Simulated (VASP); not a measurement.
Set up this calculation in VASP 6.6.1, as the native input.

| Quantity | Value |
| --- | --- |
| Task | single point |
| Functional | PBE |
| Potentials or basis | VASP PAW PBE potentials, release 64 (Y_sv) |
| Cutoff | 520 eV |
| k mesh | 6 × 6 × 6 |
| Occupations | methfessel-paxton, width 0.1 eV |
| Spin | no spin polarisation |
| Dipole correction | no |
| Further INCAR settings | ALGO = Normal; EDIFF = 1e-06; NBANDS = 12 |

The structure of Y lies in POSCAR:

```
Y
1.0
    2.6704366615      0.0000000000      0.0000000000
    0.0000000000      2.6704366615      0.0000000000
    0.0000000000      0.0000000000      2.6704366615
Y
1
Direct
    0.0000000000      0.0000000000      0.0000000000
```

These files were run (other wordings do the same):

INCAR

```
SYSTEM = Y
PREC     = Accurate       ! precision mode
ENCUT    = 520            ! plane-wave cutoff, eV
EDIFF    = 1E-6           ! SCF threshold, eV
ISMEAR   = 1              ! smearing method
SIGMA    = 0.1            ! smearing width, eV
LREAL    = .False.        ! projectors in reciprocal space
LASPH    = .True.         ! aspherical terms in the spheres
NELM     = 60             ! most SCF steps
ALGO     = Normal         ! electronic algorithm
ISIF     = 2              ! what is computed and relaxed
LWAVE    = .False.        ! write WAVECAR
LCHARG   = .True.         ! write CHGCAR
GGA      = PE             ! functional
LELF     = .True.         ! ELF
LVHAR    = .True.       
NBANDS   = 12             ! bands
```

KPOINTS

```
Automatic mesh
0
Gamma
  6 6 6
  0 0 0
```

Potentials or basis: VASP PAW PBE potentials, release 64 (Y_sv).

The run is started by

```sh
$ cat potpaw_PBE.64/Y_sv/POTCAR > POTCAR
$ mpirun -np 1 vasp_std > vasp.out
```

Results of the run:

```yaml
Pressure: 44.9 GPa
```

Caveat: the k points lie up to 0.39 Å⁻¹ apart.

Wall time 5.7 s on 1 thread of Intel(R) Xeon(R) Platinum 8488C (Sapphire Rapids), with other jobs on the host, peak memory 0.14 GiB.
